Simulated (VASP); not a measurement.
CoSn3:

```
Sn Co
1.0
     4.39766    0.00000    0.00000
     0.00000    4.39766    0.00000
     0.00000    0.00000    4.39766
Sn Co
3 1
Direct
  0.00000 0.50000 0.50000
  0.50000 0.00000 0.50000
  0.50000 0.50000 0.00000
  0.00000 0.00000 0.00000
```

Program: VASP 6.6.1. Alike in all runs: task single point; level PBEsol; potentials or basis VASP PAW PBE potentials, release 64 (Sn_d, Co); cell as given; k mesh 10 × 10 × 10; cutoff (eV) 520; smearing gaussian 0.1 eV.

Problem. Order these runs on this cell by their pressure, lowest first.
A. spin collinear, ferromagnetic start; fixed moment (μB) 3.0
B. spin collinear, zero start; fixed moment (μB) 0.0
C. spin collinear, ferromagnetic start; fixed moment (μB) 1.5

Solution. B (-1.4 GPa), C (0.3 GPa), A (2.4 GPa).

Caveats: the PAW data sets were made with another functional, which shifts forces and pressure a little; the total moment is fixed, so each spin has its own Fermi level.
